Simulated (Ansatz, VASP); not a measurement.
One calculation of GaAs, two programs

```
As Ga
1.0
     0.00000    2.80788    2.80788
     2.80788    0.00000    2.80788
     2.80788    2.80788    0.00000
As Ga
1 1
Direct
  0.75000 0.75000 0.75000
  0.00000 0.00000 0.00000
```

Alike in both runs: task single point; functional LDA; k mesh 8 × 8 × 8; occupations fermi-dirac, width 0.05 eV; no spin polarisation.

|  | VASP | Ansatz |
| --- | --- | --- |
| version | VASP 6.6.1 | Ansatz 0.2.0 |
| potentials or method | VASP PAW LDA potentials, release 64 (As, Ga_d) | PseudoDojo standard (LDA files) |
| plane-wave cutoff (eV) | 520 | 1088 |
| valence electrons in the cell | 18 | 28 |

VASP gave:

```
gap on the k mesh at the Fermi level (eV) : 0.48
least direct gap on the mesh (eV)         : 0.48
```

**Question.** Estimate Ansatz's values.

**Answer.** gap on the k mesh at the Fermi level (eV): 0.43; least direct gap on the mesh (eV): 0.43.

LDA's correlation is that of Perdew and Zunger in VASP and of Perdew and Wang (1992) in Ansatz. VASP's potentials hold 18 valence electrons a cell and Ansatz's 28, so a difference there can come from the potentials and not from the codes.
